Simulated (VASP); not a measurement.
Runs of VASP 6.6.1 on CdS (Hawleyite). The structure is that of space group F-43m (No. 216), or close to it. The cells are those of the table. 

```tsv
task	level	potentials or basis	cell	k mesh	cutoff (eV)	smearing	second run	gap on the mesh (eV)	pressure (GPa)
single point	r2SCAN	VASP PAW PBE potentials, release 64 (Cd, S)	a = 4.157 Å, angles 60.0°, 2 atoms	8 × 8 × 8	520	gaussian 0.01 eV	-	1.54	0.3
single point	LDA	VASP PAW LDA potentials, release 64 (Cd, S)	a = 4.157 Å, angles 60.0°, 2 atoms	8 × 8 × 8	520	gaussian 0.01 eV	-	0.84	-3.3
single point	PBE	VASP PAW PBE potentials, release 64 (Cd, S)	a = 4.191 Å, angles 60.0°, 2 atoms	8 × 8 × 8	520	fermi-dirac 0.02 eV	-	1.04	0.3
single point	r2SCAN	VASP PAW PBE potentials, release 64 (Cd, S)	a = 4.157 Å, angles 60.0°, 2 atoms	6 × 6 × 6	520	fermi-dirac 0.02 eV	-	1.54	0.3
single point	PBE	VASP PAW PBE potentials, release 64 (Cd, S)	a = 4.157 Å, angles 60.0°, 2 atoms	4 × 4 × 4	520	gaussian 0.01 eV	-	(b)	(a)
dielectric tensor	PBE	VASP PAW PBE potentials, release 64 (Cd, S)	a = 4.157 Å, angles 60.0°, 2 atoms	6 × 6 × 6	520	gaussian 0.01 eV	-	1.10	-
```

Alike in all rows: no spin polarisation.

Estimate the missing entries.

(a) 1.9; (b) 1.09.

Caveats: some runs use coarse meshes; the PAW data sets were made with another functional, which shifts forces and pressure a little (some runs).

A k mesh can miss the band edges, and the runs leave out spin-orbit coupling on Cd.
